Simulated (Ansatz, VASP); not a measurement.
# CsSnI3: VASP beside Ansatz

File POSCAR:

```
CsSnI3
1.0
    6.2414907048      0.0000000000      0.0000000000
    0.0000000000      6.2414907048      0.0000000000
    0.0000000000      0.0000000000      6.4287354260
Cs Sn I
1 1 3
Direct
    0.0000000000      0.0000000000      0.0000000000
    0.5000000000      0.5000000000      0.5000000000
    0.5000000000      0.5000000000      0.0000000000
    0.5000000000      0.0000000000      0.5000000000
    0.0000000000      0.5000000000      0.5000000000
```

Contents of INCAR.step1:

```
SYSTEM = CsSnI3
PREC = Accurate ; ENCUT = 520
EDIFF = 1E-5 ; ISMEAR = 0
SIGMA = 0.01 ; LREAL = .False.
LASPH = .True. ; NELM = 100
ALGO = Normal ; ISIF = 2
LWAVE = .True. ; LCHARG = .False.
NBANDS = 30 ; GGA = PE
```

The input INCAR.step2:

```
SYSTEM = CsSnI3
PREC = Accurate ; ENCUT = 520
EDIFF = 1E-7 ; ISMEAR = 0
SIGMA = 0.01 ; LREAL = .False.
LASPH = .True. ; NELM = 100
ALGO = Normal ; ISIF = 2
LWAVE = .False. ; LCHARG = .False.
GGA = PE ; LHFCALC = .True.
HFSCREEN = 0.2079 ; PRECFOCK = Fast
NBANDS = 30 ; ISTART = 1
```

Contents of KPOINTS:

```
regular mesh
0
Gamma
  2 2 2
  0 0 0
```

Input for Ansatz:

```yaml
crystal:
  lattice:
    - [6.2414907048, 0.0, 0.0]
    - [0.0, 6.2414907048, 0.0]
    - [0.0, 0.0, 6.428735426]
  atoms:
    - { symbol: Cs, position: [0.0, 0.0, 0.0] }
    - { symbol: Sn, position: [0.5, 0.5, 0.5] }
    - { symbol: I, position: [0.5, 0.5, 0.0] }
    - { symbol: I, position: [0.5, 0.0, 0.5] }
    - { symbol: I, position: [0.0, 0.5, 0.5] }
kpoints:
  mp_grid: { grid: [2, 2, 2] }
  band_path:
    path: [[0.0, 0.0, 0.0], [0.0, 0.5, 0.0], [0.5, 0.5, 0.0], [0.5, 0.5, 0.5]]
    npoints: 1
hamiltonian:
  xc: hse06
scf:
  occupations: { method: fixed }
  n_extra_bands: 5
output:
  forces: true
  stress: true
  eigenvalues: true
```

Change from the starting cell: uniaxial_z strain +3.0%.

Alike in both runs: task single point; functional HSE06; k mesh 2 × 2 × 2; no spin polarisation.

```csv
,VASP,Ansatz
version,VASP 6.6.1,Ansatz 0.2.0
potentials or method,"VASP PAW PBE potentials, release 64 (Cs_sv, Sn_d, I)","plane waves, PAW"
plane-wave cutoff (eV),520,420
occupations,"gaussian, width 0.01 eV",fixed
valence electrons in the cell,44,74
```

Ansatz gave:

| Property | Result |
| --- | --- |
| gap on the k mesh at the Fermi level (eV) | 0.84 |
| pressure (GPa) | 0.8 |
| traceless stress, the component that is largest in VASP (GPa) | -0.71 |

Problem. Estimate VASP's values.

Solution. gap on the k mesh at the Fermi level (eV): 0.85; pressure (GPa): 0.8; traceless stress, the component that is largest in VASP (GPa): -0.70.

VASP's potentials hold 44 valence electrons a cell and Ansatz's 74, so a difference there can come from the potentials and not from the codes. Ansatz's warnings: stress exchange threshold loose, stress scf threshold loose.

The k mesh is coarse, so the values compare programs but aren't converged. Spin-orbit coupling is off throughout.
